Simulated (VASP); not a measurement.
Crystal: Re.

```xyz
2
Lattice="2.7392 0.0000 0.0000 -1.3696 2.3722 0.0000 0.0000 0.0000 4.4119" Properties=species:S:1:pos:R:3 pbc="T T T"
Re    0.0000    1.5815    1.1030
Re    1.3696    0.7907    3.3089
```

Base run:

| Item | Value |
| --- | --- |
| Program | VASP 6.6.1 |
| Functional | LDA |
| Potentials or basis | VASP PAW LDA potentials, release 64 (Re) |
| Cutoff | 600 eV |
| k mesh | 13 × 13 × 7 |
| Occupations | fermi-dirac, width 1 eV |
| Spin | no spin polarisation |

Its results: band gap on the k mesh zero (bands 7 and 8 overlap by 2.99 eV); pressure 21.9 GPa.

**Question.** The run is repeated on the same cell with these changes: occupations from fermi-dirac, width 1 eV to methfessel-paxton, width 0.01 eV. What comes out?

**Answer.** Band gap on the k mesh zero (bands 7 and 8 overlap by 3.05 eV); pressure 1.3 GPa.

Caveats: spin-orbit coupling is left out, which moves the levels of the heavy elements; the cell stands under pressure (at least some runs); so wide a smearing shifts energies and pressures (at least some runs).
